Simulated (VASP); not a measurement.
Here is a VASP 6.6.1 calculation.

INCAR

```
  PREC = Accurate
  ENCUT = 600
  EDIFF = 1E-6
  ISMEAR = 0
  SIGMA = 0.1
  LREAL = False
  LASPH = True
  NELM = 80
  ALGO = Normal
  ISIF = 3
  LWAVE = False
  LCHARG = False
  GGA = PE
  IBRION = 2
  NSW = 100
  EDIFFG = -0.01
```

The input KPOINTS:

```
regular mesh
0
Gamma
  12 12 6
```

The input POSCAR:

```
Si4Se
1.0
    3.6113365157      0.0000000000      0.0000000000
   -1.8056682578      3.1275091642      0.0000000000
    0.0000000000      0.0000000000      7.7393779052
Si Se
4 1
Direct
    0.3333333333      0.6666666667      0.7725019067
    0.3333333333      0.6666666667      0.3999894251
    0.6666666667      0.3333333333      0.2274980933
    0.6666666667      0.3333333333      0.6000105749
    0.0000000000      0.0000000000      0.0000000000
```

Potentials or basis: VASP PAW PBE potentials, release 64 (Si, Se).

Launch:

```sh
$ cat potpaw_PBE.64/Si/POTCAR potpaw_PBE.64/Se/POTCAR > POTCAR
$ mpirun -np 1 vasp_std > vasp.out
```

(1) Predict the band gap on the k mesh.

(2) What does it give for the relaxed volume?

(3) What does it give for the space group after relaxing (to 0.05 Å)?

(4) What does it give for the relaxed cell?

## Answers

(1) zero (band 11 reaches 9.01 eV, above the bottom of band 12 at 4.82 eV).

(2) 17.49 Å³/atom.

(3) P-3m1 (No. 164).

(4) a = 3.601 Å, b = 3.601 Å, c = 7.789 Å, α = 90.00°, β = 90.00°, γ = 120.00°.
